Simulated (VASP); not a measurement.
Input of a VASP 6.6.1 run:

POSCAR

```
NaCl
1.0
   -0.0350337351      2.8026988093      2.8026988093
    2.8026988093     -0.0350337351      2.8026988093
    2.7676650742      2.7676650742      0.0000000000
Na Cl
1 1
Direct
    0.0000000000      0.0000000000      0.0000000000
    0.5000000000      0.5000000000      0.5000000000
```

The input INCAR.step1:

```
SYSTEM = NaCl
ALGO = Normal ; EDIFF = 1E-4
ENCUT = 520 ; GGA = PE
ISMEAR = 0 ; LASPH = .True.
LCHARG = .False. ; LREAL = .False.
LWAVE = .True. ; NBANDS = 14
NELM = 60 ; PREC = Accurate
SIGMA = 0.01
```

The input INCAR.step2:

```
SYSTEM = NaCl
ALGO = Normal ; EDIFF = 1E-6
ENCUT = 520 ; ISIF = 2
ISMEAR = 0 ; ISTART = 1
LASPH = .True. ; LCHARG = .True.
LELF = .True. ; LMIXTAU = .True.
LREAL = .False. ; LVHAR = .True.
LWAVE = .False. ; METAGGA = R2SCAN
NBANDS = 14 ; NELM = 60
PREC = Accurate ; SIGMA = 0.01
```

Contents of KPOINTS:

```
k-points
0
Gamma
  8 8 8
  0 0 0
```

Potentials or basis: VASP PAW PBE potentials, release 64 (Na_pv, Cl).

The run is started by

```bash
$ cat potpaw_PBE.64/Na_pv/POTCAR potpaw_PBE.64/Cl/POTCAR > POTCAR
$ cp INCAR.step1 INCAR
$ mpirun -np 1 vasp_std > vasp.out
$ cp INCAR.step2 INCAR
$ mpirun -np 1 vasp_std > vasp.out
```

Problem. Predict the band gap on the k mesh.

Solution. 5.95 eV, direct.

Problem. What does it give for the pressure?

Solution. -0.1 GPa.

Stress tensor (GPa, compression positive):
```
-0.14  0.40  0.00
 0.40 -0.14  0.00
 0.00  0.00 -0.16
```

Caveat: the cell differs from its parent crystal (shear xy strain -2.5%); the PAW data sets were made with another functional, which shifts forces and pressure a little. A k mesh can miss the band edges.
